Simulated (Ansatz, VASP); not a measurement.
**One calculation of Ba, two programs**

File INCAR:

```
SYSTEM = Ba
ALGO     = Normal         ! electronic algorithm
EDIFF    = 1E-7           ! SCF threshold, eV
ENCUT    = 520            ! plane-wave cutoff, eV
ISIF     = 2              ! what is computed and relaxed
ISMEAR   = 0              ! smearing method
LASPH    = .TRUE.         ! aspherical terms in the spheres
LCHARG   = .FALSE.        ! write CHGCAR
LREAL    = .FALSE.        ! projectors in reciprocal space
LWAVE    = .FALSE.        ! write WAVECAR
NBANDS   = 11             ! bands
NELM     = 80             ! most SCF steps
PREC     = Accurate       ! precision mode
SIGMA    = 0.1            ! smearing width, eV
```

The input KPOINTS:

```
k-points
0
G
  12 12 12
  0 0 0
```

POSCAR

```
Ba
1.0
   -2.3517015039      2.3517015039      2.3517015039
    2.3517015039     -2.3517015039      2.3517015039
    2.3517015039      2.3517015039     -2.3517015039
Ba
1
Direct
    0.0000000000      0.0000000000      0.0000000000
```

Input for Ansatz:

```yaml
crystal:
  lattice:
    - [-2.3517015039, 2.3517015039, 2.3517015039]
    - [2.3517015039, -2.3517015039, 2.3517015039]
    - [2.3517015039, 2.3517015039, -2.3517015039]
  atoms:
    - { symbol: Ba, position: [0.0, 0.0, 0.0] }
basis:
  ecutwfc: 420
kpoints:
  mp_grid: { grid: [12, 12, 12] }
hamiltonian:
  xc: lda
  pseudopotentials: { kind: paw, azcp: { folder: soft_1 } }
scf:
  occupations: { method: gaussian, width: 0.1 }
output:
  forces: true
  stress: true
  eigenvalues: true
```

Alike in both runs: task single point; functional LDA; k mesh 12 × 12 × 12; occupations gaussian, width 0.1 eV; no spin polarisation.

|  | VASP | Ansatz |
| --- | --- | --- |
| version | VASP 6.6.1 | Ansatz 0.2.0 |
| potentials or method | VASP PAW LDA potentials, release 64 (Ba_sv), cutoff 520 eV | scalar-relativistic, plane waves, PAW |
| valence electrons in the cell | 10 | 10 |

```csv
,VASP,Ansatz,Ansatz less VASP
gap on the k mesh at the Fermi level (eV),none,none,-
pressure (GPa),0.4,0.3,-0.11
```

Ansatz warns that its potentials were made for another functional, while VASP's fit it. LDA's correlation is that of Perdew and Zunger in VASP and of Perdew and Wang (1992) in Ansatz. A gap of «none» marks a metal or a gap that the smearing closes.

Spin-orbit coupling is off throughout.
